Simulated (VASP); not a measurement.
Set up this calculation in VASP 6.6.1, as the native input.

| Property | Result |
| --- | --- |
| Task | single point |
| Functional | revPBE |
| Dispersion | D3(BJ) |
| Potentials or basis | VASP PAW PBE potentials, release 64 (Sn_d) |
| Cutoff | 520 eV |
| k mesh | 10 × 9 × 10 |
| Occupations | fermi-dirac, width 0.05 eV |
| Spin | no spin polarisation |
| Dipole correction | no |
| Further INCAR settings | ALGO = Fast; EDIFF = 1e-06; NBANDS = 13 |

The structure of Sn lies in POSCAR:

```
Sn
1.0
   -1.6816192566      1.7111904342      2.2075121800
    1.6933226221     -1.6880504746      2.1929032946
    1.7438652983      1.7486340983     -2.1870846535
Sn
1
Direct
    0.0000000000      0.0000000000      0.0000000000
```

These files were run (other wordings do the same):

INCAR

```
PREC = Accurate
ENCUT = 520
EDIFF = 1E-6
ISMEAR = -1
SIGMA = 0.05
LREAL = F
LASPH = T
NELM = 60
ALGO = Fast
ISIF = 2
LWAVE = F
LCHARG = T
GGA = RE
IVDW = 12
LELF = T
LVHAR = T
NBANDS = 13
```

KPOINTS

```
regular mesh
0
Gamma
  10 9 10
```

Potentials or basis: VASP PAW PBE potentials, release 64 (Sn_d).

The run is started by

```bash
$ cat potpaw_PBE.64/Sn_d/POTCAR > POTCAR
$ mpirun -np 1 vasp_std > vasp.out
```

It gave:

```
Pressure                   : 0.0 GPa
Band gap on the k mesh     : zero (band 7 reaches 16.55 eV, above the bottom of band 8 at 6.46 eV)
Dispersion energy per atom : -0.737 eV
```

Caveat: the PAW data sets were made with another functional, which shifts forces and pressure a little; spin-orbit coupling is left out, which moves the levels of the heavy elements; pairwise dispersion overbinds metals, which lowers pressure and volume.

It took 50 s on 1 thread of Intel(R) Xeon(R) 6975P-C (Granite Rapids) (shared host), peak memory 0.26 GiB.
